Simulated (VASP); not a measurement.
# AlN (P4/nmm) in VASP: a series of runs

The runs below take AlN through single point, with PBEsol.

Program: VASP 6.6.1. These are calculated values, not measurements. Logs are shortened: lines on timing, memory, paths and dates and some standing lists are left out, and cuts for length are marked.

## (1) The cell of the first run

It takes space group P4/nmm (No. 129, tetragonal). Conventional cell: a = 2.860 Å, b = 2.860 Å, c = 11.836 Å, α = 90.00°, β = 90.00°, γ = 90.00°. Al (site symmetry 4mm) has 6 N at 1.72 to 2.02 Å within 2.3 Å. Within 2.7 Å of Al (site symmetry 4mm) lie 6 N at 2.02 Å. Al (site symmetry 4mm) has 6 N at 2.02 Å within 2.7 Å. Within 2.3 Å of N (site symmetry 4mm) lie 6 Al at 1.72 to 2.02 Å. Within 2.7 Å of N (site symmetry 4mm) lie 6 Al at 2.02 Å. Within 2.7 Å of N (site symmetry 4mm) lie 6 Al at 2.02 Å.

## (2) Single point, PBEsol

Contents of INCAR:

```
PREC = Accurate
ENCUT = 520
EDIFF = 1E-6
ISMEAR = 0
SIGMA = 0.05
LREAL = F
LASPH = T
NELM = 100
ALGO = Normal
ISIF = 2
LWAVE = F
LCHARG = F
GGA = PS
NBANDS = 36
```

Contents of KPOINTS:

```
regular mesh
0
Gamma
  8 8 2
```

Contents of POSCAR:

```
AlN
1.0
   -2.0226209166     -2.0226209166      0.0000000000
    2.0226209166     -2.0226209166      0.0000000000
    0.0000000000      0.0000000000     11.8357254996
Al N
6 6
Direct
    0.0000000000      0.0000000000      0.0854284933
    0.5000000000      0.5000000000      0.2563196580
    0.0000000000      0.0000000000      0.4272108228
    0.5000000000      0.5000000000      0.5981019876
    0.0000000000      0.0000000000      0.7689931524
    0.5000000000      0.5000000000      0.9398843172
    0.5000000000      0.5000000000      0.0854284933
    0.0000000000      0.0000000000      0.2563196580
    0.5000000000      0.5000000000      0.4272108228
    0.0000000000      0.0000000000      0.5981019876
    0.5000000000      0.5000000000      0.7689931524
    0.0000000000      0.0000000000      0.9398843172
```

Potentials or basis: VASP PAW PBE potentials, release 64 (Al, N).

The run is started by

```bash
$ cat potpaw_PBE.64/Al/POTCAR potpaw_PBE.64/N/POTCAR > POTCAR
$ mpirun -np 1 vasp_std > vasp.out
```

OUTCAR:

```text
PREC = Accurate
   ENCUT = 520
   EDIFF = 1E-6
   ISMEAR = 0
   LREAL = F
   LASPH = T
   NELM = 100
   ISIF = 2
   GGA = PS

 ion  position               nearest neighbor table
   1  0.000  0.000  0.085-  12 1.72   8 2.02   7 2.02   7 2.02   7 2.02   7 2.02   6 2.66   6 2.66
                             6 2.66   6 2.66   2 2.86   2 2.86   2 2.86   2 2.86
   2  0.500  0.500  0.256-   7 2.02   8 2.02   8 2.02   8 2.02   8 2.02   9 2.02   1 2.86   1 2.86
                             1 2.86   1 2.86   3 2.86   3 2.86   3 2.86   3 2.86
   3  0.000  0.000  0.427-   9 2.02   9 2.02   9 2.02   9 2.02   8 2.02  10 2.02   2 2.86   2 2.86
                             2 2.86   2 2.86   4 2.86   4 2.86   4 2.86   4 2.86
   4  0.500  0.500  0.598-  10 2.02  10 2.02  10 2.02  10 2.02  11 2.02   9 2.02   5 2.86   5 2.86
                             5 2.86   5 2.86   3 2.86   3 2.86   3 2.86   3 2.86
   5  0.000  0.000  0.769-  11 2.02  11 2.02  11 2.02  11 2.02  12 2.02  10 2.02   6 2.86   6 2.86
                             4 2.86   6 2.86   4 2.86   4 2.86   6 2.86   4 2.86
   6  0.500  0.500  0.940-   7 1.72  12 2.02  12 2.02  12 2.02  12 2.02  11 2.02   1 2.66   1 2.66
                             1 2.66   1 2.66   5 2.86   5 2.86   5 2.86   5 2.86
   7  0.500  0.500  0.085-   6 1.72   2 2.02   1 2.02   1 2.02   1 2.02   1 2.02
   8  0.000  0.000  0.256-   1 2.02   2 2.02   2 2.02   2 2.02   2 2.02   3 2.02
   9  0.500  0.500  0.427-   3 2.02   3 2.02   3 2.02   3 2.02   2 2.02   4 2.02
  10  0.000  0.000  0.598-   4 2.02   4 2.02   4 2.02   4 2.02   5 2.02   3 2.02
  11  0.500  0.500  0.769-   5 2.02   5 2.02   5 2.02   5 2.02   6 2.02   4 2.02
  12  0.000  0.000  0.940-   1 1.72   6 2.02   6 2.02   6 2.02   6 2.02   5 2.02

  LATTYP: Found a simple tetragonal cell.
 ALAT       =     2.8604179318
 C/A-ratio  =     4.1377609083

  Lattice vectors:

 A1 = (  -2.0226209166,  -2.0226209166,   0.0000000000)
 A2 = (   2.0226209166,  -2.0226209166,   0.0000000000)
 A3 = (   0.0000000000,   0.0000000000,  11.8357254996)

Analysis of symmetry for initial positions (statically):
=====================================================================
 Subroutine PRICEL returns:
 Original cell was already a primitive cell.

 Routine SETGRP: Setting up the symmetry group for a
 simple tetragonal supercell.

 Subroutine GETGRP returns: Found 16 space group operations
 (whereof  8 operations were pure point group operations)
 out of a pool of 16 trial point group operations.

The static configuration has the point symmetry C_4v.
 The point group associated with its full space group is D_4h.

Analysis of symmetry for dynamics (positions and initial velocities):
=====================================================================
 Subroutine PRICEL returns:
 Original cell was already a primitive cell.

 Routine SETGRP: Setting up the symmetry group for a
 simple tetragonal supercell.

 Subroutine GETGRP returns: Found 16 space group operations
 (whereof  8 operations were pure point group operations)
 out of a pool of 16 trial point group operations.

The dynamic configuration has the point symmetry C_4v.
 The point group associated with its full space group is D_4h.

 Subroutine INISYM returns: Found 16 space group operations
 (whereof  8 operations are pure point group operations),
 and found     1 'primitive' translations

----------------------------------------------------------------------------------------

                                     Primitive cell

  volume of cell :      96.8398

  direct lattice vectors                    reciprocal lattice vectors
    -2.022620917 -2.022620917  0.000000000    -0.247204009 -0.247204009  0.000000000
     2.022620917 -2.022620917  0.000000000     0.247204009 -0.247204009  0.000000000
     0.000000000  0.000000000 11.835725500     0.000000000  0.000000000  0.084489962

  length of vectors
     2.860417932  2.860417932 11.835725500     0.349599263  0.349599263  0.084489962

  position of ions in fractional coordinates (direct lattice)
     0.000000000  0.000000000  0.085428493
     0.500000000  0.500000000  0.256319658
     0.000000000  0.000000000  0.427210823
     0.500000000  0.500000000  0.598101988
     0.000000000  0.000000000  0.768993152
     0.500000000  0.500000000  0.939884317
     0.500000000  0.500000000  0.085428493
     0.000000000  0.000000000  0.256319658
     0.500000000  0.500000000  0.427210823
     0.000000000  0.000000000  0.598101988
     0.500000000  0.500000000  0.768993152
     0.000000000  0.000000000  0.939884317

  ion indices of the primitive-cell ions
   primitive index   ion index
[... 29 lines left out ...]
     0.043699908  0.043699908  0.042244981

  Shift w.r.t. Gamma in fractional coordinates (k-lattice)
     0.000000000  0.000000000  0.000000000

 Subroutine IBZKPT returns following result:
 ===========================================

 Found     30 irreducible k-points:

 Following reciprocal coordinates:
            Coordinates               Weight
  0.000000  0.000000  0.000000      1.000000
  0.125000  0.000000  0.000000      4.000000
  0.250000  0.000000  0.000000      4.000000
  0.375000  0.000000  0.000000      4.000000
  0.500000  0.000000  0.000000      2.000000
  0.125000  0.125000  0.000000      4.000000
[... 16 lines left out ...]
  0.375000  0.125000  0.500000      8.000000
  0.500000  0.125000  0.500000      4.000000
 [... further k-points ...]
   k-points           NKPTS =     30   k-points in BZ     NKDIM =     30   number of bands    NBANDS=     36
   number of dos      NEDOS =    301   number of ions     NIONS =     12
   total plane-waves  NPLWV =  51840
   dimension x,y,z NGX =    24 NGY =   24 NGZ =   90
   dimension x,y,z NGXF=    48 NGYF=   48 NGZF=  180
   ions per type =               6   6
   NGX,Y,Z   is equivalent  to a cutoff of  13.95, 13.95, 12.64 a.u.
   NGXF,Y,Z  is equivalent  to a cutoff of  27.90, 27.90, 25.28 a.u.
 SYSTEM =  unknown system
   PREC   = accura    normal or accurate (medium, high low for compatibility)
   ISTART =      0    job   : 0-new  1-cont  2-samecut
   ICHARG =      2    charge: 1-file 2-atom 10-const
   ISPIN  =      1    spin polarized calculation?
   LNONCOLLINEAR =      F non collinear calculations
   LSORBIT =      F    spin-orbit coupling
   LASPH  =      T    aspherical Exc in radial PAW
   ENCUT  =  520.0 eV  38.22 Ry    6.18 a.u.   5.32  5.32 22.01*2*pi/ulx,y,z
   NELM   =    100;   NELMIN=  2; NELMDL= -5     # of ELM steps
   EDIFF  = 0.1E-05   stopping-criterion for ELM
   LREAL  =      F    real-space projection
   EDIFFG = 0.1E-04   stopping-criterion for IOM
   NSW    =      0    number of steps for IOM
   IBRION =     -1    ionic relax: 0-MD 1-quasi-New 2-CG
   NFREE  =      0    steps in history (QN), initial steepest desc. (CG)
   ISIF   =      2    stress and relaxation
   ISYM   =      2    0-nonsym 1-usesym 2-fastsym
   POTIM  = 0.5000    time-step for ionic-motion
   TEBEG  =    0.0;   TEEND  =   0.0 temperature during run
   PSTRESS=    0.0 pullay stress
   NELECT =      48.0000    total number of electrons
   NUPDOWN=      -1.0000    fix difference up-down
   EMIN   =  10.00;   EMAX   =-10.00  energy-range for DOS
   EFERMI =   0.00;   METHOD = LEGACY
   ISMEAR =     0;   SIGMA  =   0.05  broadening in eV -4-tet -1-fermi 0-gaus
   EFERMI_NEDOS =   21; number of points for ismear=-14 and -15
   IALGO  =     38    algorithm
   IMIX   =      4    mixing-type and parameters
     AMIX     =   0.40;   BMIX     =  1.00
     AMIX_MAG =   1.60;   BMIX_MAG =  1.00
  volume/ion in A,a.u.               =       8.07        54.46
  Fermi-wavevector in a.u.,A,eV,Ry     =   1.295599  2.448327 22.838425  1.678577
  Thomas-Fermi vector in A             =   2.427109
   LORBIT       =      0    0 simple, 1 ext, 2 COOP (PROOUT), +10 PAW based schemes
   GGA     = PS    functional components
   LHFCALC =     F    Hartree Fock is set to
   AEXX    =    0.0000 exact exchange contribution
   IVDW    =     0    specifies the selected vdW correction
   LEPSILON=     F    determine dielectric tensor
   LRPA    =     F    only Hartree local field effects (RPA)
 non-spin polarized calculation
 Gauss-broadening in eV      SIGMA  =   0.05
  energy-cutoff  :      520.00
  volume of cell :       96.84
 maximum number of plane-waves:      2636
 NGX is ok and might be reduce to    24
   NGX = 11   NGY = 11   NGZ = 45

 number of electron      47.9999993 magnetization

 Free energy of the ion-electron system (eV)
  ---------------------------------------------------
  ext. energy  EPLUGINS =         0.00000000
  ---------------------------------------------------
  free energy    TOTEN  =       -91.69670985 eV

  energy without entropy =      -91.69670985  energy(sigma->0) =      -91.69670985

 E-fermi :  10.5079     XC(G=0): -12.5525

 val. band max:       10.2521716051   @ k =   0.0000   0.0000   0.0000
 cond. band min:      14.8398661204   @ k =   0.0000   0.0000   0.0000
 fundamental gap:      4.5876945152
 Fermi energy:        10.5078801890

 k-point     1 :       0.0000    0.0000    0.0000
  band No.  band energies     occupation
      1      -7.7975      2.00000
      2      -6.9035      2.00000
      3      -6.5854      2.00000
      4      -4.7952      2.00000
      5      -4.5547      2.00000
      6      -3.0230      2.00000
[... 925 lines left out ...]
     35      20.1005      0.00000
     36      20.1005      0.00000

 [... further k-points ...]

------------------------ aborting loop because EDIFF is reached ----------------------------------------

  FORCE on cell =-STRESS in cart. coord.  units (eV):
  Direction    XX          YY          ZZ          XY          YZ          ZX
  --------------------------------------------------------------------------------------
  -------------------------------------------------------------------------------------
  Total        2.9017883      2.9017883     14.8582684      0.0000000      0.0000000      0.0000000
  in kB       48.0089764     48.0089764    245.8243580      0.0000000      0.0000000      0.0000000
  external PRESSURE =     113.9474369 kB  Pullay stress =       0.0000000 kB

 VOLUME and BASIS-vectors are now :
 -----------------------------------------------------------------------------
  energy-cutoff  :      520.00
  volume of cell :       96.84
      direct lattice vectors                 reciprocal lattice vectors
    -2.022620917 -2.022620917  0.000000000    -0.247204009 -0.247204009  0.000000000
     2.022620917 -2.022620917  0.000000000     0.247204009 -0.247204009  0.000000000
     0.000000000  0.000000000 11.835725500     0.000000000  0.000000000  0.084489962

 POSITION                                       TOTAL-FORCE (eV/Angst)
 -----------------------------------------------------------------------------------
      0.00000      0.00000      1.01111        -0.000000     -0.000000      4.236843
      0.00000     -2.02262      3.03373         0.000000      0.000000     -0.052636
      0.00000      0.00000      5.05635        -0.000000      0.000000      0.000104
      0.00000     -2.02262      7.07897         0.000000     -0.000000     -0.000104
      0.00000      0.00000      9.10159        -0.000000     -0.000000      0.052636
      0.00000     -2.02262     11.12421         0.000000      0.000000     -4.236843
      0.00000     -2.02262      1.01111         0.000000      0.000000      4.654982
      0.00000      0.00000      3.03373         0.000000      0.000000     -0.012301
      0.00000     -2.02262      5.05635        -0.000000     -0.000000     -0.001746
      0.00000      0.00000      7.07897         0.000000      0.000000      0.001746
      0.00000     -2.02262      9.10159        -0.000000     -0.000000      0.012301
      0.00000      0.00000     11.12421        -0.000000     -0.000000     -4.654982
 -----------------------------------------------------------------------------------
    total drift:                               -0.000000      0.000000      0.000023

  FREE ENERGIE OF THE ION-ELECTRON SYSTEM (eV)
  ---------------------------------------------------
  free  energy   TOTEN  =       -91.6967098508 eV

  energy  without entropy=      -91.6967098508  energy(sigma->0) =      -91.69670985
```

Wall time 84 s (1 thread of Intel Xeon Platinum 8259CL at 2.50GHz (Skylake/Cascade Lake), shared host); peak memory 0.24 GiB.

What came out:

```
Free energy            : -91.6967 eV
Pressure               : 11.4 GPa
Largest force          : 4.655 eV/Å
Band gap on the k mesh : 4.59 eV
```

Forces in eV/Å, atoms in the order of the input:
```
Al   0.000  0.000  4.237
Al   0.000  0.000 -0.053
Al   0.000  0.000  0.000
Al   0.000  0.000  0.000
Al   0.000  0.000  0.053
Al   0.000  0.000 -4.237
N    0.000  0.000  4.655
N    0.000  0.000 -0.012
N    0.000  0.000 -0.002
N    0.000  0.000  0.002
N    0.000  0.000  0.012
N    0.000  0.000 -4.655
```

Caveat: the PAW data sets were made with another functional, which shifts forces and pressure a little. A k mesh can miss the band edges.

[end of part 1 of 2]
